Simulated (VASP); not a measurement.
CdS, 2 atoms in the cell. The structure is cubic, space group Fm-3m (No. 225). Conventional cell: a = 5.454 Å, b = 5.454 Å, c = 5.454 Å, α = 90.00°, β = 90.00°, γ = 90.00°. Cd (site symmetry m-3m) has 6 S at 2.73 Å within 3.6 Å. S (site symmetry m-3m) has 6 Cd at 2.73 Å within 3.6 Å. 

| Quantity | Value |
| --- | --- |
| Program | VASP 6.6.1 |
| Task | single point |
| Functional | PBE0 |
| Potentials or basis | VASP PAW PBE potentials, release 64 (Cd, S) |
| Cutoff | 520 eV |
| k mesh | 6 × 6 × 6 |
| Occupations | gaussian, width 0.01 eV |
| Spin | no spin polarisation |
| Dipole correction | no |
| Grid for exact exchange (PRECFOCK) | Normal |
| Further INCAR settings | ALGO = Normal; EDIFF = 1e-06; NBANDS = 16 |
| Share of exact exchange | 0.25 |

Potentials or basis: VASP PAW PBE potentials, release 64 (Cd, S).

Launch:

```bash
$ cat potpaw_PBE.64/Cd/POTCAR potpaw_PBE.64/S/POTCAR > POTCAR
$ cp INCAR.step1 INCAR
$ mpirun -np 1 vasp_std > vasp.out
$ cp INCAR.step2 INCAR
$ mpirun -np 1 vasp_std > vasp.out
```

Hardware: 1 thread of AMD EPYC 7R13 (shared host).

Question: How long does it take, and how much memory?

Answer: Run time: 78 min on 1 thread of AMD EPYC 7R13, on a shared host, peak memory 0.16 GiB. Counts: k points 16.
